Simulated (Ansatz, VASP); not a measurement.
**One calculation of Ta, two programs**

```
Ta
1.0
    -1.70082    1.65128    1.65128
     1.65128   -1.70082    1.65128
     1.65128    1.65128   -1.70082
Ta
1
Direct
  0.00000 0.00000 0.00000
```

Change from the starting cell: equal xy, yz and zx shear strains of -3 %.

Alike in both runs: task single point; functional PBEsol; k mesh 17 × 17 × 17; occupations fermi-dirac, width 0.08 eV; no spin polarisation.

|  | VASP | Ansatz |
| --- | --- | --- |
| version | VASP 6.6.1 | Ansatz 0.2.0 |
| potentials or method | VASP PAW PBE potentials, release 64 (Ta_pv), cutoff 520 eV | all-electron LAPW, scalar-relativistic |

|  | VASP | Ansatz | Ansatz less VASP |
| --- | --- | --- | --- |
| pressure (GPa) | -3.3 | -3.5 | -0.23 |
| traceless stress, the component that is largest in VASP (GPa) | 2.04 | 2.00 | -0.043 |

VASP's potentials were made for PBE, not for PBEsol. Ansatz ran all-electron here, and VASP with PAW potentials.

Neither program's run includes spin-orbit coupling.
